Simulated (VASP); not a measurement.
Sn2GeO2:

```
Sn Ge O
1.0
    -2.07403    2.07403    5.18836
     2.07403   -2.07403    5.18836
     2.07403    2.07403   -5.18836
Sn Ge O
2 1 2
Direct
  0.37871 0.37871 0.00000
  0.62129 0.62129 0.00000
  0.00000 0.00000 0.00000
  0.75000 0.25000 0.50000
  0.25000 0.75000 0.50000
```

The cell was built from a structure type or drawn by symmetry, and may not be a known phase.

| Item | Value |
| --- | --- |
| Program | VASP 6.6.1 |
| Task | relaxation of cell and atoms |
| Functional | PBE |
| Potentials or basis | VASP PAW PBE potentials, release 64 (Sn_d, Ge_d, O) |
| Cutoff | 600 eV |
| k mesh | 6 × 6 × 6 |
| Occupations | gaussian, width 0.1 eV |
| Spin | no spin polarisation |

At the start: pressure -3.8 GPa; volume 17.85 Å³/atom.

Q: How do energy, volume and symmetry change on relaxing?

A: Over 13 steps the energy falls by 586.8 meV/atom and the volume is 17.33 Å³/atom (-2.9 %); space group I4/mmm (No. 139, to 0.1 Å) before and after.

The path:
| step | energy change (eV) | largest force (eV/Å) | pressure (GPa) | volume (Å³) |
| --- | --- | --- | --- | --- |
| 1 | 0.0000 | 5.7797 | -3.85 | 89.27 |
| 2 | -2.1540 | 0.2699 | 2.93 | 83.50 |
| 3 | -2.1734 | 1.4181 | 6.43 | 82.27 |
| 4 | -2.1847 | 0.9774 | 5.03 | 82.72 |
| 5 | -2.8203 | 0.3504 | -0.79 | 87.69 |
| 6 | -2.9001 | 0.2374 | -3.02 | 90.24 |
| 7 | -2.9004 | 0.1703 | -2.82 | 89.98 |
| 8 | -2.9216 | 0.2817 | 1.41 | 86.33 |
| 9 | -2.9319 | 0.1115 | -0.28 | 87.63 |
| 10 | -2.9318 | 0.1183 | -0.19 | 87.58 |
| 11 | -2.9333 | 0.0490 | -0.14 | 87.30 |
| 12 | -2.9339 | 0.0342 | -0.11 | 86.97 |
| 13 | -2.9342 | 0.0318 | 0.19 | 86.65 |

Final structure:
```cif
data_structure
_symmetry_space_group_name_H-M 'P 1'
_symmetry_Int_Tables_number 1
_cell_length_a 6.8516
_cell_length_b 6.8516
_cell_length_c 6.8516
_cell_angle_alpha 148.678
_cell_angle_beta 148.678
_cell_angle_gamma 44.885
_cell_volume 86.65
loop_
_atom_site_label
_atom_site_type_symbol
_atom_site_fract_x
_atom_site_fract_y
_atom_site_fract_z
_atom_site_occupancy
Sn1 Sn 0.34734 0.34734 0.00000 1
Sn2 Sn 0.65266 0.65266 0.00000 1
Ge1 Ge 0.00000 0.00000 0.00000 1
O1 O 0.75000 0.25000 0.50000 1
O2 O 0.25000 0.75000 0.50000 1
```
